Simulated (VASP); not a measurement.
Write the native input for VASP 6.6.1 that does the following.

* Task: single point
* Functional: PBE
* Potentials or basis: VASP PAW PBE potentials, release 64 (Ti_sv, Al)
* Cutoff: 520 eV
* k mesh: 6 × 6 × 6
* Occupations: gaussian, width 0.1 eV
* Spin: collinear spin
* Starting moments: [1.0, 0.0] μB
* Dipole correction: no
* Further INCAR settings: ALGO = Fast; EDIFF = 1e-06; NBANDS = 18

The structure of TiAl lies in POSCAR:

```
TiAl
1.0
    3.1842827016      0.0000000000      0.0000000000
    0.0000000000      3.1842827016      0.0000000000
    0.0000000000      0.0000000000      3.1842827016
Ti Al
1 1
Direct
    0.5000000000      0.5000000000      0.5000000000
    0.0000000000      0.0000000000      0.0000000000
```

These files were run (other wordings do the same):

INCAR

```
PREC = Accurate ; ENCUT = 520
EDIFF = 1E-6 ; ISMEAR = 0
SIGMA = 0.1 ; LREAL = False
LASPH = True ; NELM = 150
ALGO = Fast ; ISIF = 2
LWAVE = False ; LCHARG = False
ISPIN = 2 ; MAGMOM = 1 0
LORBIT = 11 ; LMAXMIX = 4
GGA = PE ; NBANDS = 18
```

KPOINTS

```
regular mesh
0
Gamma
  6 6 6
```

Potentials or basis: VASP PAW PBE potentials, release 64 (Ti_sv, Al).

Run with:

```sh
$ cat potpaw_PBE.64/Ti_sv/POTCAR potpaw_PBE.64/Al/POTCAR > POTCAR
$ mpirun -np 1 vasp_std > vasp.out
```

It gave:

```json
{"Pressure": "-0.1 GPa", "Net moment": "0.00 μB per cell", "Valence electrons inside the program's atomic spheres": "Ti 10.27; Al 0.82"}
```

It took 19 s on 1 thread of Intel(R) Xeon(R) Platinum 8175M CPU @ 2.50GHz (Skylake/Cascade Lake), on a shared host, peak memory 0.15 GiB.
